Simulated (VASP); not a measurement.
A run of VASP 6.6.1:

INCAR

```
PREC = Accurate
ENCUT = 600
EDIFF = 1E-6
ISMEAR = 0
SIGMA = 0.1
LREAL = False
LASPH = True
NELM = 150
ALGO = Normal
ISIF = 3
LWAVE = False
LCHARG = False
ISPIN = 2
MAGMOM = 3 3 3 3
LORBIT = 11
LMAXMIX = 4
GGA = PE
IBRION = 2
NSW = 90
EDIFFG = -0.04
```

KPOINTS

```
regular mesh
0
Gamma
  4 6 6
```

The input POSCAR:

```
Co
1.0
    5.0167872196      0.0000000000      0.0000000000
    0.0000000000      3.6144970811      0.0000000000
    0.0000000000      0.0000000000      2.7158243453
Co
4
Direct
    0.1666700000      0.7500000000      0.5235200000
    0.3333300000      0.2500000000      0.0235200000
    0.6666700000      0.7500000000      0.9764800000
    0.8333300000      0.2500000000      0.4764800000
```

Potentials or basis: VASP PAW PBE potentials, release 64 (Co).

Command:

```sh
$ cat potpaw_PBE.64/Co/POTCAR > POTCAR
$ mpirun -np 1 vasp_std > vasp.out
```

Hardware: 1 thread of Intel(R) Xeon(R) Platinum 8259CL CPU @ 2.50GHz (Skylake/Cascade Lake), on a shared host.

How long does it take, and how much memory?

It took 17 min on 1 thread of Intel(R) Xeon(R) Platinum 8259CL CPU @ 2.50GHz (Skylake/Cascade Lake), with other jobs on the host, peak memory 0.27 GiB. Counts: scf iterations 121, k points 48, ion steps 15.
